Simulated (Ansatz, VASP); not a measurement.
Two plane-wave programs on C

```
CELL_PARAMETERS angstrom
0.00000 1.78012 1.78012
1.72067 0.00000 1.78012
1.72067 1.78012 0.00000
ATOMIC_POSITIONS crystal
C 0.00000 0.00000 0.00000
C 0.25000 0.25000 0.25000
```

Change from the starting cell: uniaxial_x strain -3.3%.

Alike in both runs: task single point; functional r2SCAN; k mesh 12 × 12 × 12; no spin polarisation.

```csv
,VASP,Ansatz
version,VASP 6.6.1,Ansatz 0.2.0
potentials or method,"VASP PAW PBE potentials, release 64 (C)","plane waves, PAW"
plane-wave cutoff (eV),520,500
occupations,"gaussian, width 0.01 eV",fixed
valence electrons in the cell,8,8
```

|  | VASP | Ansatz | Ansatz less VASP |
| --- | --- | --- | --- |
| gap on the k mesh at the Fermi level (eV) | 3.52 | 3.55 | +0.032 |
| pressure (GPa) | 17.6 | 16.3 | -1.26 |
| traceless stress, the component that is largest in VASP (GPa) | 22.44 | 22.48 | +0.040 |

VASP's potentials were made for PBE, not for r2SCAN.
